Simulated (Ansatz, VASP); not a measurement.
**AgCl: VASP beside Ansatz**

INCAR

```
PREC = Accurate
ENCUT = 520
EDIFF = 1E-6
ISMEAR = -1
SIGMA = 0.05
LREAL = F
LASPH = T
NELM = 100
ALGO = Normal
ISIF = 2
LWAVE = F
LCHARG = F
GGA = PE
NBANDS = 26
```

File KPOINTS:

```
regular mesh
0
Gamma
  7 7 5
```

File POSCAR:

```
AgCl
1.0
    3.8738065617      0.0000000000      0.0000000000
    0.0000000000      3.9489451382      0.0000000000
   -0.5417330767      0.0000000000      5.4971127273
Ag Cl
2 2
Direct
    0.8159810000      0.7500000000      0.7819190000
    0.1840190000      0.2500000000      0.2180810000
    0.2923420000      0.2500000000      0.7374360000
    0.7076580000      0.7500000000      0.2625640000
```

File input.yaml:

```yaml
crystal:
  lattice:
    - [3.8738065617, 0.0, 0.0]
    - [0.0, 3.9489451382, 0.0]
    - [-0.5417330767, 0.0, 5.4971127273]
  atoms:
    - { symbol: Ag, position: [0.815981, 0.75, 0.781919] }
    - { symbol: Ag, position: [0.184019, 0.25, 0.218081] }
    - { symbol: Cl, position: [0.292342, 0.25, 0.737436] }
    - { symbol: Cl, position: [0.707658, 0.75, 0.262564] }
hamiltonian:
  xc: pbe
  pseudopotentials: { kind: paw }
kpoints:
  mp_grid: { grid: [7, 7, 5] }
scf:
  occupations: { method: fermi_dirac, width: 0.05 }
output:
  forces: true
  stress: true
  eigenvalues: true
```

Alike in both runs: task single point; functional PBE; k mesh 7 × 7 × 5; occupations fermi-dirac, width 0.05 eV; no spin polarisation.

|  | VASP | Ansatz |
| --- | --- | --- |
| version | VASP 6.6.1 | Ansatz 0.2.0 |
| potentials or method | VASP PAW PBE potentials, release 64 (Ag, Cl) | Ansatz PAW |
| plane-wave cutoff (eV) | 520 | 420 |
| valence electrons in the cell | 36 | 52 |

|  | VASP | Ansatz | Ansatz less VASP |
| --- | --- | --- | --- |
| gap on the k mesh at the Fermi level (eV) | 0.90 | 0.90 | +0.001 |
| least direct gap on the mesh (eV) | 2.32 | 2.32 | +0.001 |
| pressure (GPa) | 1.6 | 1.7 | +0.13 |
| traceless stress, the component that is largest in VASP (GPa) | -0.08 | -0.09 | -0.013 |
| rms of the force components (eV/Å) | 0.039 | 0.041 | +0.0028 |

Atom by atom the forces differ by 0.003 eV/Å (rms over components). The functional is the same, so the differences come from potentials, cutoffs and numerics. VASP's potentials hold 36 valence electrons a cell and Ansatz's 52, so a difference there can come from the potentials and not from the codes.

Noted on Ansatz's run: odd divisions of the mesh miss points on the zone boundary, where band edges often lie, so the gap on the mesh can be too wide.
